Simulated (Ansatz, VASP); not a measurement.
**Te in VASP and in Ansatz**

File INCAR:

```
SYSTEM = Te
ALGO = Normal
EDIFF = 1E-6
EDIFFG = -0.01
ENCUT = 600
GGA = RP
IBRION = 2
ISIF = 3
ISMEAR = -1
LASPH = .True.
LCHARG = .False.
LREAL = .False.
LWAVE = .False.
NELM = 100
NSW = 80
PREC = Accurate
SIGMA = 0.1
```

File KPOINTS:

```
k-points
0
Gamma
  11 11 6
  0 0 0
```

POSCAR

```
Te
1.0
    3.4420649897      0.0000000000      0.0000000000
   -1.7210324948      2.9809157225      0.0000000000
    0.0000000000      0.0000000000      5.6208921281
Te
2
Direct
    0.3333333333      0.6666666667      0.2500000000
    0.6666666667      0.3333333333      0.7500000000
```

Input for Ansatz:

```yaml
crystal:
  lattice:
    - [3.4420649897, 0.0, 0.0]
    - [-1.7210324948, 2.9809157225, 0.0]
    - [0.0, 0.0, 5.6208921281]
  atoms:
    - { symbol: Te, position: [0.3333333333, 0.6666666667, 0.25] }
    - { symbol: Te, position: [0.6666666667, 0.3333333333, 0.75] }
hamiltonian:
  xc: rpbe
  pseudopotentials:
    kind: paw
    azcp:
      Te: "pseudopotentials/Te.paw.azcp"
basis:
  ecutwfc: 420
  fft_grid_basis: typed
kpoints:
  mp_grid: { grid: [11, 11, 6], shift: [0, 0, 0] }
magnetization:
  spin_polarized: false
scf:
  occupations: { method: fermi_dirac, width: 0.1 }
relax:
  max_steps: 60
  f_tol: 0.01
  cell: {}
output:
  write_density: true
  write_potential: true
  elf: true
  volumetric_format: npy
```

Alike in both runs: task relaxation of cell and atoms; functional RPBE; k mesh 11 × 11 × 6; occupations fermi-dirac, width 0.1 eV; no spin polarisation.

```csv
,VASP,Ansatz
version,VASP 6.6.1,Ansatz 0.2.0
potentials or method,"VASP PAW PBE potentials, release 64 (Te), cutoff 600 eV","plane waves (420 eV) with PAW, scalar-relativistic"
valence electrons in the cell,12,32
```

Ansatz gave:

```
relaxed volume (Å³/atom)                                                      : 32.63
relaxed length of the cell vector where the two differ most in proportion (Å) : 4.135
```

**Question.** Which values does VASP return?

**Answer.** Relaxed volume (Å³/atom): 32.57; relaxed length of the cell vector where the two differ most in proportion (Å): 4.131.

VASP's potentials were made for PBE, not for RPBE. VASP's potentials hold 12 valence electrons a cell and Ansatz's 32, so a difference there can come from the potentials and not from the codes.

Neither program's run includes spin-orbit coupling.
